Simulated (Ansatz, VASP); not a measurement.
# Two plane-wave programs on InSe

The input INCAR:

```
ALGO = Normal
EDIFF = 1E-8
ENCUT = 520
GGA = PS
ISIF = 2
ISMEAR = -1
LASPH = T
LCHARG = F
LEFG = T
LREAL = F
LWAVE = F
NBANDS = 27
NELM = 100
PREC = Accurate
SIGMA = 0.02
```

The input KPOINTS:

```
k-points
0
Gamma
  7 7 6
```

File POSCAR:

```
InSe
1.0
    5.7885969728     -2.0272263251      0.0000000000
    5.7885969728      2.0272263251      0.0000000000
   -1.5777993207      0.0000000000      4.2652214539
In Se
2 2
Direct
    0.8840000000      0.8840000000      0.0050000000
    0.1160000000      0.1160000000      0.9950000000
    0.6600000000      0.6600000000      0.6420000000
    0.3400000000      0.3400000000      0.3580000000
```

Input for Ansatz:

```yaml
crystal:
  lattice:
    - [5.7885969728, -2.0272263251, 0.0]
    - [5.7885969728, 2.0272263251, 0.0]
    - [-1.5777993207, 0.0, 4.2652214539]
  atoms:
    - { symbol: In, position: [0.884, 0.884, 0.005] }
    - { symbol: In, position: [0.116, 0.116, 0.995] }
    - { symbol: Se, position: [0.66, 0.66, 0.642] }
    - { symbol: Se, position: [0.34, 0.34, 0.358] }
kpoints:
  mp_grid: { grid: [7, 7, 6] }
scf:
  occupations: { method: fermi_dirac, width: 0.02 }
hamiltonian:
  xc: pbesol
  pseudopotentials: { kind: paw }
output:
  forces: true
  stress: true
  eigenvalues: true
  efg: { contact_densities: true }
```

Change from the starting cell: volume scaled by 0.96, PAW files.

Alike in both runs: task electric field gradients; functional PBEsol; k mesh 7 × 7 × 6; occupations fermi-dirac, width 0.02 eV; no spin polarisation.

|  | VASP | Ansatz |
| --- | --- | --- |
| version | VASP 6.6.1 | Ansatz 0.2.0 |
| potentials or method | VASP PAW PBE potentials, release 64 (In_d, Se) | PAW with Ansatz's default frozen-core files, scalar-relativistic |
| plane-wave cutoff (eV) | 520 | 420 |
| valence electrons in the cell | 38 | 58 |

|  | VASP | Ansatz | Ansatz less VASP |
| --- | --- | --- | --- |
| gap on the k mesh at the Fermi level (eV) | 0.98 | 0.98 | +0.004 |
| pressure (GPa) | 2.6 | 2.5 | -0.08 |
| traceless stress, the component that is largest in VASP (GPa) | 2.81 | 2.81 | -0.004 |
| rms of the force components (eV/Å) | 0.427 | 0.424 | -0.0030 |
| size of Vzz on the site where it differs most (V/Å²) | 192.8 | 188.8 | -4.03 |

VASP's potentials were made for PBE, not for PBEsol. Atom by atom the forces differ by 0.011 eV/Å (rms over components). VASP's potentials hold 38 valence electrons a cell and Ansatz's 58, so a difference there can come from the potentials and not from the codes.
